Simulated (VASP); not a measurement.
The system is FeO.

```
Fe O
1.0
     0.00000    2.16967    2.16967
     2.16967    0.00000    2.16967
     2.16967    2.16967    0.00000
Fe O
1 1
Direct
  0.00000 0.00000 0.00000
  0.50000 0.50000 0.50000
```

Base run:

```yaml
Program: VASP 6.6.1
Functional: PBE
Dispersion: D4
Potentials_or_basis: VASP PAW PBE potentials, release 64 (Fe, O)
Cutoff: 520 eV
k_mesh: 11 × 11 × 11
Occupations: fermi-dirac, width 0.05 eV
Spin: collinear spin, ferromagnetic start
Starting_moments: "[3.0, 0.0] μB"
```

Its results: band gap on the k mesh zero (filled and empty bands overlap); pressure -7.9 GPa; net moment 4.00 μB per cell; site moments Fe +3.62; O +0.30 μB.

The run is repeated on the same cell with these changes: functional from PBE to PBEsol. What comes out?

Band gap on the k mesh zero (filled and empty bands overlap); pressure -14.0 GPa; net moment 4.00 μB per cell; site moments Fe +3.61; O +0.30 μB.

PBEsol binds more tightly than PBE, so the same cell stands under less pressure.

Caveats: the cell stands under tension; a cell with one magnetic atom can't hold antiferromagnetic order, which such compounds often take; semilocal functionals often make such compounds metallic where correlation or magnetic order opens a gap, which also shifts bond lengths; the PAW data sets were made with another functional, which shifts forces and pressure a little (at least some runs).
